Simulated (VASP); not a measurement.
Input of a VASP 6.6.1 run:

Contents of INCAR:

```
ALGO = Normal
DIPOL = 0.5 0.5 0.347
EDIFF = 1E-6
ENCUT = 520
GGA = PE
IDIPOL = 3
ISIF = 2
ISMEAR = 0
LASPH = T
LCHARG = F
LDIPOL = T
LREAL = F
LWAVE = F
NBANDS = 15
NELM = 100
PREC = Accurate
SIGMA = 0.1
```

Contents of KPOINTS:

```
k-points
0
Gamma
  9 9 1
```

Contents of POSCAR:

```
Al3N
1.0
    2.8567582919      0.0000000000      0.0000000000
   -1.4283791460      2.4740252533      0.0000000000
    0.0000000000      0.0000000000     20.1013781961
Al N
3 1
Direct
    0.6666666667      0.3333333333      0.1989913309
    0.3333333333      0.6666666667      0.3134471576
    0.0000000000      0.0000000000      0.4278999237
    0.3333333333      0.6666666667      0.4459176026
```

Potentials or basis: VASP PAW PBE potentials, release 64 (Al, N).

The run is started by

```bash
$ cat potpaw_PBE.64/Al/POTCAR potpaw_PBE.64/N/POTCAR > POTCAR
$ mpirun -np 1 vasp_std > vasp.out
```

(1) Estimate the band gap on the k mesh.

(2) What does it give for the largest force?

Answers

(1) zero (band 7 reaches 0.22 eV, above the bottom of band 8 at -0.40 eV).

(2) 0.564 eV/Å.
